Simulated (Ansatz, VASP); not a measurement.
One calculation of HfO2, two programs

Contents of POSCAR:

```
HfO2
1.0
    0.0000000000      2.6853750000      2.4935625000
    2.6853750000      0.0000000000      2.4935625000
    2.6853750000      2.6853750000      0.0000000000
Hf O
1 2
Direct
    0.0000000000      0.0000000000      0.0000000000
    0.2500000000      0.2500000000      0.2500000000
    0.7500000000      0.7500000000      0.7500000000
```

The input INCAR.step1:

```
PREC = Accurate
ENCUT = 520
ISMEAR = 0
SIGMA = 0.05
LREAL = F
LASPH = T
NELM = 100
NBANDS = 18
GGA = PE
ALGO = Normal
EDIFF = 1E-4
LWAVE = T
LCHARG = F
```

Contents of INCAR.step2:

```
PREC = Accurate
ENCUT = 520
EDIFF = 1E-7
ISMEAR = 0
SIGMA = 0.05
LREAL = F
LASPH = T
NELM = 100
ALGO = Normal
ISIF = 2
LWAVE = F
LCHARG = T
METAGGA = R2SCAN
LMIXTAU = T
LELF = T
LVHAR = T
NBANDS = 18
ISTART = 1
```

File KPOINTS:

```
Automatic mesh
0
Gamma
  8 8 8
```

Input for Ansatz:

```yaml
crystal:
  lattice:
    - [0.0, 2.685375, 2.4935625]
    - [2.685375, 0.0, 2.4935625]
    - [2.685375, 2.685375, 0.0]
  atoms:
    - { symbol: Hf, position: [0.0, 0.0, 0.0] }
    - { symbol: O, position: [0.25, 0.25, 0.25] }
    - { symbol: O, position: [0.75, 0.75, 0.75] }
basis:
  ecutwfc: 500
kpoints:
  mp_grid: { grid: [8, 8, 8] }
hamiltonian:
  xc: r2scan
scf:
  occupations: { method: gaussian, width: 0.05 }
output:
  forces: true
  stress: true
  eigenvalues: true
```

Change from the starting cell: strain +0.050 along x and y, -0.025 along z, atoms carried along.

Alike in both runs: task single point; functional r2SCAN; k mesh 8 × 8 × 8; occupations gaussian, width 0.05 eV; no spin polarisation.

|  | VASP | Ansatz |
| --- | --- | --- |
| version | VASP 6.6.1 | Ansatz 0.2.0 |
| potentials or method | VASP PAW PBE potentials, release 64 (Hf_pv, O), cutoff 520 eV | scalar-relativistic, plane waves, PAW |
| valence electrons in the cell | 22 | 38 |

|  | VASP | Ansatz | Ansatz less VASP |
| --- | --- | --- | --- |
| gap on the k mesh at the Fermi level (eV) | 3.22 | 3.25 | +0.029 |
| least direct gap on the mesh (eV) | 3.35 | 3.37 | +0.020 |
| pressure (GPa) | -25.6 | -22.7 | +2.93 |
| traceless stress, the component that is largest in VASP (GPa) | 21.33 | 21.06 | -0.269 |

VASP's potentials were made for PBE, not for r2SCAN. VASP's potentials hold 22 valence electrons a cell and Ansatz's 38, so a difference there can come from the potentials and not from the codes.

Spin-orbit coupling is off throughout.
